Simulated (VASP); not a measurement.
# Tc in VASP: a series of runs

Runs on Tc. Level: PBE. Tasks: single point.

All numbers are computed with VASP 6.6.1; they aren't measurements. Logs are shortened: lines on timing, memory, paths and dates and some standing lists are left out, and cuts for length are marked.

## Step 1: The cell of the first run

Symmetry: P6_3/mmc, No. 194, hexagonal system. The conventional cell has a = 2.740 Å, b = 2.740 Å, c = 4.398 Å, α = 90.00°, β = 90.00°, γ = 120.00°. Tc (site symmetry -6m2) has 12 Tc at 2.71 to 2.74 Å within 3.6 Å.

## Step 2: Single point, PBE (14.30 Å³/atom)

INCAR

```
SYSTEM = Tc
  PREC = Accurate
  ENCUT = 520
  EDIFF = 1E-6
  ISMEAR = -1
  SIGMA = 0.05
  LREAL = .FALSE.
  LASPH = .TRUE.
  NELM = 60
  ALGO = Fast
  ISIF = 2
  LWAVE = .FALSE.
  LCHARG = .TRUE.
  GGA = PE
  LELF = .TRUE.
  LVHAR = .TRUE.
  NBANDS = 20
```

KPOINTS

```
Automatic mesh
0
G
  11 11 6
  0 0 0
```

POSCAR

```
Tc
1.0
    2.7400000000      0.0000000000      0.0000000000
   -1.3700000000      2.3729096064      0.0000000000
    0.0000000000      0.0000000000      4.3980000000
Tc
2
Direct
    0.6666666667      0.3333333333      0.7500000000
    0.3333333333      0.6666666667      0.2500000000
```

Potentials or basis: VASP PAW PBE potentials, release 64 (Tc_pv).

On the command line:

```sh
$ cat potpaw_PBE.64/Tc_pv/POTCAR > POTCAR
$ mpirun -np 1 vasp_std > vasp.out
```

OUTCAR:

```text
SYSTEM = Tc
   PREC = Accurate
   ENCUT = 520
   EDIFF = 1E-6
   ISMEAR = -1
   LREAL = .FALSE.
   LASPH = .TRUE.
   NELM = 60
   ISIF = 2
   GGA = PE

 ion  position               nearest neighbor table
   1  0.667  0.333  0.750-   2 2.71   2 2.71   2 2.71   2 2.71   2 2.71   2 2.71
   2  0.333  0.667  0.250-   1 2.71   1 2.71   1 2.71   1 2.71   1 2.71   1 2.71

  LATTYP: Found a hexagonal cell.
 ALAT       =     2.7400000000
 C/A-ratio  =     1.6051094891

  Lattice vectors:

 A1 = (   2.7400000000,   0.0000000000,   0.0000000000)
 A2 = (  -1.3700000000,   2.3729096064,   0.0000000000)
 A3 = (   0.0000000000,   0.0000000000,   4.3980000000)

Analysis of symmetry for initial positions (statically):
=====================================================================
 Subroutine PRICEL returns:
 Original cell was already a primitive cell.

 Routine SETGRP: Setting up the symmetry group for a
 hexagonal supercell.

 Subroutine GETGRP returns: Found 24 space group operations
 (whereof 12 operations were pure point group operations)
 out of a pool of 24 trial point group operations.

The static configuration has the point symmetry D_3d.
 The point group associated with its full space group is D_6h.

Analysis of symmetry for dynamics (positions and initial velocities):
=====================================================================
 Subroutine PRICEL returns:
 Original cell was already a primitive cell.

 Routine SETGRP: Setting up the symmetry group for a
 hexagonal supercell.

 Subroutine GETGRP returns: Found 24 space group operations
 (whereof 12 operations were pure point group operations)
 out of a pool of 24 trial point group operations.

The dynamic configuration has the point symmetry D_3d.
 The point group associated with its full space group is D_6h.

 Subroutine INISYM returns: Found 24 space group operations
 (whereof 12 operations are pure point group operations),
 and found     1 'primitive' translations

----------------------------------------------------------------------------------------

                                     Primitive cell

  volume of cell :      28.5948

  direct lattice vectors                    reciprocal lattice vectors
     2.740000000  0.000000000  0.000000000     0.364963504  0.210711777  0.000000000
    -1.370000000  2.372909606  0.000000000     0.000000000  0.421423554  0.000000000
     0.000000000  0.000000000  4.398000000     0.000000000  0.000000000  0.227376080

  length of vectors
[... 80 lines left out ...]
   ENCUT  =  520.0 eV  38.22 Ry    6.18 a.u.   5.09  5.09  8.18*2*pi/ulx,y,z
   NELM   =     60;   NELMIN=  2; NELMDL= -5     # of ELM steps
   EDIFF  = 0.1E-05   stopping-criterion for ELM
   LREAL  =      F    real-space projection
   EDIFFG = 0.1E-04   stopping-criterion for IOM
   NSW    =      0    number of steps for IOM
   IBRION =     -1    ionic relax: 0-MD 1-quasi-New 2-CG
   NFREE  =      0    steps in history (QN), initial steepest desc. (CG)
   ISIF   =      2    stress and relaxation
   ISYM   =      2    0-nonsym 1-usesym 2-fastsym
   POTIM  = 0.5000    time-step for ionic-motion
   TEBEG  =    0.0;   TEEND  =   0.0 temperature during run
   PSTRESS=    0.0 pullay stress
   NELECT =      26.0000    total number of electrons
   NUPDOWN=      -1.0000    fix difference up-down
   EMIN   =  10.00;   EMAX   =-10.00  energy-range for DOS
   EFERMI =   0.00;   METHOD = LEGACY
   ISMEAR =    -1;   SIGMA  =   0.05  broadening in eV -4-tet -1-fermi 0-gaus
   EFERMI_NEDOS =   21; number of points for ismear=-14 and -15
   IALGO  =     68    algorithm
   IMIX   =      4    mixing-type and parameters
     AMIX     =   0.40;   BMIX     =  1.00
     AMIX_MAG =   1.60;   BMIX_MAG =  1.00
  volume/ion in A,a.u.               =      14.30        96.48
  Fermi-wavevector in a.u.,A,eV,Ry     =   1.586002  2.997108 34.224109  2.515401
  Thomas-Fermi vector in A             =   2.685380
   LORBIT       =      0    0 simple, 1 ext, 2 COOP (PROOUT), +10 PAW based schemes
   GGA     = PE    functional components
   LHFCALC =     F    Hartree Fock is set to
   AEXX    =    0.0000 exact exchange contribution
   IVDW    =     0    specifies the selected vdW correction
   LEPSILON=     F    determine dielectric tensor
   LRPA    =     F    only Hartree local field effects (RPA)
 non-spin polarized calculation
 RMM-DIIS sequential band-by-band and
  energy-cutoff  :      520.00
  volume of cell :       28.59
 maximum number of plane-waves:       784
   NGX = 11   NGY = 11   NGZ = 17

 number of electron      25.9999998 magnetization

 Free energy of the ion-electron system (eV)
  ---------------------------------------------------
  ext. energy  EPLUGINS =         0.00000000
  ---------------------------------------------------
  free energy    TOTEN  =       -20.70794954 eV

  energy without entropy =      -20.69087195  energy(sigma->0) =      -20.69941074

 E-fermi :  12.6524     XC(G=0): -13.8027

 val. band max:       12.6413093445   @ k =   0.0909   0.0909   0.0000
 cond. band min:      12.6600695284   @ k =   0.3636   0.2727   0.5000
 fundamental gap:      0.0187601840
 Fermi energy:        12.6524364841

 k-point     1 :       0.0000    0.0000    0.0000
  band No.  band energies     occupation
      1     -26.7844      2.00000
      2     -25.6810      2.00000
      3     -25.6810      2.00000
      4     -25.4953      2.00000
      5     -25.4953      2.00000
      6     -25.4525      2.00000
[... 541 lines left out ...]
     19      24.8000      0.00000
     20      28.2230      0.00000

 [... further k-points ...]

------------------------ aborting loop because EDIFF is reached ----------------------------------------

  FORCE on cell =-STRESS in cart. coord.  units (eV):
  Direction    XX          YY          ZZ          XY          YZ          ZX
  --------------------------------------------------------------------------------------
  -------------------------------------------------------------------------------------
  Total        0.4116515      0.4116515      0.3978730      0.0000000      0.0000000      0.0000000
  in kB       23.0649921     23.0649921     22.2929750      0.0000000      0.0000000      0.0000000
  external PRESSURE =      22.8076531 kB  Pullay stress =       0.0000000 kB

 VOLUME and BASIS-vectors are now :
 -----------------------------------------------------------------------------
  energy-cutoff  :      520.00
  volume of cell :       28.59
      direct lattice vectors                 reciprocal lattice vectors
     2.740000000  0.000000000  0.000000000     0.364963504  0.210711777  0.000000000
    -1.370000000  2.372909606  0.000000000     0.000000000  0.421423554  0.000000000
     0.000000000  0.000000000  4.398000000     0.000000000  0.000000000  0.227376080

 POSITION                                       TOTAL-FORCE (eV/Angst)
 -----------------------------------------------------------------------------------
      1.37000      0.79097      3.29850         0.000000      0.000000      0.000000
     -0.00000      1.58194      1.09950         0.000000      0.000000      0.000000
 -----------------------------------------------------------------------------------
    total drift:                               -0.000000      0.000000     -0.000000

  FREE ENERGIE OF THE ION-ELECTRON SYSTEM (eV)
  ---------------------------------------------------
  free  energy   TOTEN  =       -20.7079495395 eV

  energy  without entropy=      -20.6908719501  energy(sigma->0) =      -20.69941074
```

Run time: 14 s. Hardware: 1 thread of Intel Xeon 6975P-C (Granite Rapids), shared host; peak memory 0.15 GiB.

Results:

- Free energy: -20.7079 eV
- Pressure: 2.3 GPa
- Band gap on the k mesh: zero (bands 13 and 14 overlap by 3.11 eV)

## Step 3: Single point, PBE (15.16 Å³/atom)

This run uses another cell than the first one, of 15.16 Å³/atom.

INCAR

```
SYSTEM = Tc
  PREC = Accurate
  ENCUT = 520
  EDIFF = 1E-6
  ISMEAR = -1
  SIGMA = 0.05
  LREAL = .False.
  LASPH = .True.
  NELM = 100
  ALGO = Normal
  ISIF = 2
  LWAVE = .False.
  LCHARG = .False.
  GGA = PE
  NBANDS = 20
```

KPOINTS

```
Automatic mesh
0
Gamma
  11 11 6
  0 0 0
```

POSCAR

```
Tc
1.0
    2.7937391334      0.0000000000      0.0000000000
   -1.3968695667      2.4194490611      0.0000000000
    0.0000000000      0.0000000000      4.4842571930
Tc
2
Direct
    0.6666666667      0.3333333333      0.7500000000
    0.3333333333      0.6666666667      0.2500000000
```

Potentials or basis: VASP PAW PBE potentials, release 64 (Tc_pv).

On the command line:

```sh
$ cat potpaw_PBE.64/Tc_pv/POTCAR > POTCAR
$ mpirun -np 1 vasp_std > vasp.out
```

OUTCAR:

```text
SYSTEM = Tc
   PREC = Accurate
   ENCUT = 520
   EDIFF = 1E-6
   ISMEAR = -1
   LREAL = .False.
   LASPH = .True.
   NELM = 100
   ISIF = 2
   GGA = PE

 ion  position               nearest neighbor table
   1  0.667  0.333  0.750-   2 2.76   2 2.76   2 2.76   2 2.76   2 2.76   2 2.76
   2  0.333  0.667  0.250-   1 2.76   1 2.76   1 2.76   1 2.76   1 2.76   1 2.76

  LATTYP: Found a hexagonal cell.
 ALAT       =     2.7937391334
 C/A-ratio  =     1.6051094891

  Lattice vectors:

 A1 = (   2.7937391334,   0.0000000000,   0.0000000000)
 A2 = (  -1.3968695667,   2.4194490611,   0.0000000000)
 A3 = (   0.0000000000,   0.0000000000,   4.4842571930)

Analysis of symmetry for initial positions (statically):
=====================================================================
 Subroutine PRICEL returns:
 Original cell was already a primitive cell.

 Routine SETGRP: Setting up the symmetry group for a
 hexagonal supercell.

 Subroutine GETGRP returns: Found 24 space group operations
 (whereof 12 operations were pure point group operations)
 out of a pool of 24 trial point group operations.

The static configuration has the point symmetry D_3d.
[... 160 lines left out ...]

  energy without entropy =      -20.62631903  energy(sigma->0) =      -20.63538825

 E-fermi :  11.6804     XC(G=0): -13.4620

 val. band max:       11.6792263212   @ k =   0.0909   0.0909   0.0000
 cond. band min:      11.7029781109   @ k =   0.3636   0.2727   0.5000
 fundamental gap:      0.0237517897
 Fermi energy:        11.6803994945

 k-point     1 :       0.0000    0.0000    0.0000
  band No.  band energies     occupation
      1     -27.6177      2.00000
      2     -26.7099      2.00000
      3     -26.7099      2.00000
      4     -26.5545      2.00000
      5     -26.5545      2.00000
      6     -26.5165      2.00000
[... 541 lines left out ...]
     19      23.1544      0.00000
     20      26.5886      0.00000

 [... further k-points ...]

------------------------ aborting loop because EDIFF is reached ----------------------------------------

  FORCE on cell =-STRESS in cart. coord.  units (eV):
  Direction    XX          YY          ZZ          XY          YZ          ZX
  --------------------------------------------------------------------------------------
  -------------------------------------------------------------------------------------
  Total       -2.5639514     -2.5639514     -2.6193530     -0.0000000      0.0000000      0.0000000
  in kB     -135.5275282   -135.5275282   -138.4559947     -0.0000000      0.0000000      0.0000000
  external PRESSURE =    -136.5036837 kB  Pullay stress =       0.0000000 kB

 VOLUME and BASIS-vectors are now :
 -----------------------------------------------------------------------------
  energy-cutoff  :      520.00
  volume of cell :       30.31
      direct lattice vectors                 reciprocal lattice vectors
     2.793739133  0.000000000  0.000000000     0.357943227  0.206658618  0.000000000
    -1.396869567  2.419449061  0.000000000     0.000000000  0.413317237  0.000000000
     0.000000000  0.000000000  4.484257193     0.000000000  0.000000000  0.223002374

 POSITION                                       TOTAL-FORCE (eV/Angst)
 -----------------------------------------------------------------------------------
      1.39687      0.80648      3.36319         0.000000      0.000000      0.000000
     -0.00000      1.61297      1.12106        -0.000000     -0.000000      0.000000
 -----------------------------------------------------------------------------------
    total drift:                               -0.000000      0.000000     -0.000000

  FREE ENERGIE OF THE ION-ELECTRON SYSTEM (eV)
  ---------------------------------------------------
  free  energy   TOTEN  =       -20.6444574760 eV

  energy  without entropy=      -20.6263190330  energy(sigma->0) =      -20.63538825
```

OSZICAR:

```text
N       E                     dE             d eps       ncg     rms          rms(c)
DAV:   1     0.315815265405E+03    0.31582E+03   -0.16517E+04  2584   0.136E+03
DAV:   2    -0.143777554733E+02   -0.33019E+03   -0.32312E+03  2712   0.408E+02
DAV:   3    -0.221244135387E+02   -0.77467E+01   -0.76758E+01  2920   0.732E+01
DAV:   4    -0.221717716530E+02   -0.47358E-01   -0.47354E-01  2796   0.632E+00
DAV:   5    -0.221722222487E+02   -0.45060E-03   -0.45059E-03  2880   0.601E-01    0.215E+01
DAV:   6    -0.207885308201E+02    0.13837E+01   -0.27980E+00  2780   0.157E+01    0.589E+00
DAV:   7    -0.206531989635E+02    0.13533E+00   -0.37517E-01  2912   0.533E+00    0.796E-01
DAV:   8    -0.206444053390E+02    0.87936E-02   -0.68417E-03  2632   0.768E-01    0.154E-01
DAV:   9    -0.206444561506E+02   -0.50812E-04   -0.24938E-04  2960   0.149E-01    0.186E-02
DAV:  10    -0.206444580094E+02   -0.18587E-05   -0.11424E-05  2840   0.265E-02    0.880E-03
DAV:  11    -0.206444574760E+02    0.53336E-06   -0.13938E-06  1684   0.115E-02
   1 F= -.20644457E+02 E0= -.20635388E+02  d E =-.181384E-01
```

stdout:

```text
POSCAR found type information on POSCAR Tc
 POSCAR found :  1 types and       2 ions
 scaLAPACK will be used
 LDA part: xc-table for (Slater+PW92), standard interpolation
 POSCAR, INCAR and KPOINTS ok, starting setup
 FFT: planning ... GRIDC
 FFT: planning ... GRID_SOFT
 FFT: planning ... GRID
 WAVECAR not read
 entering main loop
```

It took 12 s on 1 thread of Intel Xeon 6975P-C (Granite Rapids), shared host; peak memory 0.17 GiB.

What came out:

```yaml
Free_energy: -20.6445 eV
Pressure: -13.7 GPa
Band_gap_on_the_k_mesh: zero (bands 13 and 14 overlap by 2.85 eV)
```

Stress tensor (GPa, compression positive):
```
-13.55   0.00   0.00
  0.00 -13.55   0.00
  0.00   0.00 -13.85
```

Caveat: the cell stands under tension.

## Step 4: Single point, PBE (atoms moved at random)

INCAR

```
ALGO     = Fast           # electronic algorithm
EDIFF    = 1E-6           # SCF threshold, eV
ENCUT    = 520            # plane-wave cutoff, eV
GGA      = PE             # functional
ISIF     = 2              # what is computed and relaxed
ISMEAR   = -1             # smearing method
LASPH    = True           # aspherical terms in the spheres
LCHARG   = False          # write CHGCAR
LREAL    = False          # projectors in reciprocal space
LWAVE    = False          # write WAVECAR
NBANDS   = 20             # bands
NELM     = 80             # most SCF steps
PREC     = Accurate       # precision mode
SIGMA    = 0.05           # smearing width, eV
```

KPOINTS

```
k-points
0
Gamma
  11 11 6
```

POSCAR

```
Tc
1.0
    2.7400000000      0.0000000000      0.0000000000
   -1.3700000000      2.3729096064      0.0000000000
    0.0000000000      0.0000000000      4.3980000000
Tc
2
Direct
    0.6499490000      0.3300850000      0.7450650000
    0.3411890000      0.6657310000      0.2615210000
```

On the command line:

```sh
$ cat potpaw_PBE.64/Tc_pv/POTCAR > POTCAR
$ mpirun -np 1 vasp_std > vasp.out
```

Wall time 68 s (1 thread of Intel Xeon 6975P-C (Granite Rapids), shared host); peak memory 0.27 GiB.

The run converged. Its results:

```yaml
Free_energy: -20.6982 eV
Pressure: 3.1 GPa
Largest_force: 0.245 eV/Å
Band_gap_on_the_k_mesh: zero (bands 13 and 14 overlap by 3.01 eV)
```

Forces on the atoms (eV/Å):
```
Tc   0.186  0.011  0.158
Tc  -0.186 -0.011 -0.158
```

Stress tensor (GPa, compression positive):
```
 2.83 -1.16  1.06
-1.16  3.34  0.09
 1.06  0.09  3.04
```

Levels at points of the mesh, in eV from the Fermi level:
| k point | band 10 | band 11 | band 12 | band 13 | band 14 | band 15 | band 16 | band 17 |
| --- | --- | --- | --- | --- | --- | --- | --- | --- |
| (0.00, 0.00, 0.00) | -1.54 | -1.52 | -0.93 | -0.83 | -0.23 | 0.12 | 1.71 | 2.32 |
| (0.00, 0.00, 0.50) | -1.74 | -1.72 | -1.69 | -1.64 | -1.52 | 1.62 | 1.81 | 1.98 |

Caveat: the cell differs from its parent crystal (atoms moved at random); the cell stands under pressure.

[end of part 1 of 2]
